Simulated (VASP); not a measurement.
Set up this calculation in VASP 6.6.1, as the native input.

```
Task                   : single point
Functional             : r2SCAN
Potentials or basis    : VASP PAW PBE potentials, release 64 (Ag, Cl)
Cutoff                 : 520 eV
k mesh                 : 8 × 8 × 8
Occupations            : gaussian, width 0.05 eV
Spin                   : no spin polarisation
Dipole correction      : no
Further INCAR settings : ALGO = Normal; EDIFF = 1e-06; NBANDS = 16
```

Crystal: AgCl.

```
Ag Cl
1.0
     3.43397    0.00000    0.00000
     0.00000    3.46831    0.00000
     0.00000    0.00000    3.43397
Ag Cl
1 1
Direct
  0.00000 0.00000 0.00000
  0.50000 0.50000 0.50000
```

This cell differs from its parent crystal: strain +0.0100 x Voigt [0, 1, 0, 0, 0, 0].

These files were run (other wordings do the same):

POSCAR

```
AgCl
1.0
    3.4339730000      0.0000000000      0.0000000000
    0.0000000000      3.4683127300      0.0000000000
    0.0000000000      0.0000000000      3.4339730000
Ag Cl
1 1
Direct
    0.0000000000      0.0000000000      0.0000000000
    0.5000000000      0.5000000000      0.5000000000
```

INCAR.step1

```
  PREC = Accurate
  ENCUT = 520
  ISMEAR = 0
  SIGMA = 0.05
  LREAL = F
  LASPH = T
  NELM = 100
  NBANDS = 16
  GGA = PE
  ALGO = Normal
  EDIFF = 1E-4
  LWAVE = T
  LCHARG = F
```

INCAR.step2

```
  PREC = Accurate
  ENCUT = 520
  EDIFF = 1E-6
  ISMEAR = 0
  SIGMA = 0.05
  LREAL = F
  LASPH = T
  NELM = 100
  ALGO = Normal
  ISIF = 2
  LWAVE = F
  LCHARG = T
  METAGGA = R2SCAN
  LMIXTAU = T
  LELF = T
  LVHAR = T
  NBANDS = 16
  ISTART = 1
```

KPOINTS

```
Automatic mesh
0
Gamma
  8 8 8
```

Potentials or basis: VASP PAW PBE potentials, release 64 (Ag, Cl).

Run with:

```bash
$ cat potpaw_PBE.64/Ag/POTCAR potpaw_PBE.64/Cl/POTCAR > POTCAR
$ cp INCAR.step1 INCAR
$ mpirun -np 1 vasp_std > vasp.out
$ cp INCAR.step2 INCAR
$ mpirun -np 1 vasp_std > vasp.out
```

Results of the run:

```yaml
Pressure: -2.3 GPa
Band_gap_on_the_k_mesh: 1.15 eV, indirect (least direct gap 2.65 eV)
```

Caveat: the cell differs from its parent crystal (strain +0.0100 x Voigt [0, 1, 0, 0, 0, 0]); the PAW data sets were made with another functional, which shifts forces and pressure a little.

It took 110 s on 1 thread of AMD EPYC 9R45 96-Core Processor (Zen 5), with other jobs on the host, peak memory 0.17 GiB.
